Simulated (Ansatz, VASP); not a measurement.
## Ag: VASP beside Ansatz

File INCAR:

```
SYSTEM = Ag
  PREC = Accurate
  ENCUT = 520
  EDIFF = 1E-6
  ISMEAR = 0
  SIGMA = 0.15
  LREAL = .False.
  LASPH = .True.
  NELM = 60
  ALGO = Normal
  ISIF = 2
  LWAVE = .False.
  LCHARG = .True.
  GGA = PE
  LELF = .True.
  LVHAR = .True.
  NBANDS = 12
```

The input KPOINTS:

```
Automatic mesh
0
Gamma
  10 10 10
  0 0 0
```

Contents of POSCAR:

```
Ag
1.0
    0.0000000000      2.0737465000      2.0737465000
    2.0737465000      0.0000000000      2.0737465000
    2.0737465000      2.0737465000      0.0000000000
Ag
1
Direct
    0.0000000000      0.0000000000      0.0000000000
```

Input for Ansatz:

```yaml
crystal:
  lattice:
    - [0.0, 2.0737465, 2.0737465]
    - [2.0737465, 0.0, 2.0737465]
    - [2.0737465, 2.0737465, 0.0]
  atoms:
    - { symbol: Ag, position: [0.0, 0.0, 0.0] }
basis:
  ecutwfc: 420
kpoints:
  mp_grid: { grid: [10, 10, 10] }
hamiltonian:
  xc: pbe
scf:
  occupations: { method: gaussian, width: 0.15 }
output:
  forces: true
  stress: true
  eigenvalues: true
```

Change from the starting cell: strain +0.015 along x and y, +0.015 along z, atoms carried along.

Alike in both runs: task single point; functional PBE; k mesh 10 × 10 × 10; occupations gaussian, width 0.15 eV; no spin polarisation.

|  | VASP | Ansatz |
| --- | --- | --- |
| version | VASP 6.6.1 | Ansatz 0.2.0 |
| potentials or method | VASP PAW PBE potentials, release 64 (Ag), cutoff 520 eV | scalar-relativistic, plane waves, PAW |
| valence electrons in the cell | 11 | 19 |

Ansatz gave:

```
gap on the k mesh at the Fermi level (eV) : none
pressure (GPa)                            : 0.3
```

Q: What did VASP give for the same quantities?

A: gap on the k mesh at the Fermi level (eV): none; pressure (GPa): 0.1.

A gap of «none» marks a metal or a gap that the smearing closes. The functional is the same, so the differences come from potentials, cutoffs and numerics. VASP's potentials hold 11 valence electrons a cell and Ansatz's 19, so a difference there can come from the potentials and not from the codes.
